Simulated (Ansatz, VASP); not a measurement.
BeZnTeO in VASP and in Ansatz

```xyz
4
Lattice="4.7067 0.0000 0.0000 -2.3534 4.0761 0.0000 0.0000 0.0000 4.2048" Properties=species:S:1:pos:R:3 pbc="T T T"
Be    2.3534    1.3587    2.1024
Zn    0.0000    0.0000    2.1024
Te    2.3534    1.3587    0.0000
O     0.0000    2.7174    2.1024
```

Alike in both runs: task single point; functional PBE; k mesh 6 × 6 × 4; occupations gaussian, width 0.1 eV; no spin polarisation.

|  | VASP | Ansatz |
| --- | --- | --- |
| version | VASP 6.6.1 | Ansatz 0.2.0 |
| potentials or method | VASP PAW PBE potentials, release 64 (Be, Zn, Te, O), cutoff 520 eV | scalar-relativistic, plane waves, PAW |
| valence electrons in the cell | 26 | 36 |

VASP gave:

| Quantity | Value |
| --- | --- |
| gap on the k mesh at the Fermi level (eV) | none |
| pressure (GPa) | -2.9 |
| traceless stress, the component that is largest in VASP (GPa) | 18.29 |

**Question.** Which values does Ansatz return?

**Answer.** gap on the k mesh at the Fermi level (eV): none; pressure (GPa): -3.0; traceless stress, the component that is largest in VASP (GPa): 18.15.

A gap of «none» marks a metal or a gap that the smearing closes. The functional is the same, so the differences come from potentials, cutoffs and numerics. VASP's potentials hold 26 valence electrons a cell and Ansatz's 36, so a difference there can come from the potentials and not from the codes.

The k mesh is coarse, so the values compare programs but aren't converged. Spin-orbit coupling is off throughout.
